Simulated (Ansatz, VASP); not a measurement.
# Si2N: VASP beside Ansatz

File INCAR:

```
SYSTEM = Si2N
ALGO = Normal ; EDIFF = 1E-7
EDIFFG = -0.01 ; ENCUT = 600
GGA = PE ; IBRION = 2
ISIF = 3 ; ISMEAR = 0
LASPH = .True. ; LCHARG = .False.
LREAL = .False. ; LWAVE = .False.
NELM = 100 ; NSW = 100
PREC = Accurate ; SIGMA = 0.1
```

KPOINTS

```
k-points
0
Gamma
  10 10 10
  0 0 0
```

POSCAR

```
Si2N
1.0
    4.2001186323      0.0000000000      0.0000000000
    0.0000000000      4.2001186323      0.0000000000
    0.0000000000      0.0000000000      4.2001186323
Si N
4 2
Direct
    0.2500000000      0.2500000000      0.2500000000
    0.2500000000      0.7500000000      0.7500000000
    0.7500000000      0.7500000000      0.2500000000
    0.7500000000      0.2500000000      0.7500000000
    0.0000000000      0.0000000000      0.0000000000
    0.5000000000      0.5000000000      0.5000000000
```

Input for Ansatz:

```yaml
crystal:
  lattice:
    - [4.2001186323, 0.0, 0.0]
    - [0.0, 4.2001186323, 0.0]
    - [0.0, 0.0, 4.2001186323]
  atoms:
    - { symbol: Si, position: [0.25, 0.25, 0.25] }
    - { symbol: Si, position: [0.25, 0.75, 0.75] }
    - { symbol: Si, position: [0.75, 0.75, 0.25] }
    - { symbol: Si, position: [0.75, 0.25, 0.75] }
    - { symbol: "N", position: [0.0, 0.0, 0.0] }
    - { symbol: "N", position: [0.5, 0.5, 0.5] }
basis:
  ecutwfc: 420
kpoints:
  mp_grid: { grid: [10, 10, 10] }
hamiltonian:
  xc: pbe
scf:
  occupations: { method: gaussian, width: 0.1 }
output:
  forces: true
  stress: true
  eigenvalues: true
  write_density: true
  write_potential: true
  elf: true
  volumetric_format: npy
relax:
  adjacent_minimum: "off"
  f_tol: 0.01
  max_steps: 80
  cell: { stress_tol: 0.05 }
```

Alike in both runs: task relaxation of cell and atoms; functional PBE; k mesh 10 × 10 × 10; occupations gaussian, width 0.1 eV; no spin polarisation.

|  | VASP | Ansatz |
| --- | --- | --- |
| version | VASP 6.6.1 | Ansatz 0.2.0 |
| potentials or method | VASP PAW PBE potentials, release 64 (Si, N), cutoff 600 eV | scalar-relativistic, plane waves, PAW |
| valence electrons in the cell | 26 | 26 |

```csv
,VASP,Ansatz,Ansatz less VASP
"gap on the k mesh at the Fermi level, each at its own relaxed structure (eV)",none,none,-
relaxed volume (Å³/atom),12.37,12.37,-0.001
relaxed cell length with the largest relative difference (Å),4.203,4.203,-0.0001
```

A gap of «none» marks a metal or a gap that the smearing closes.
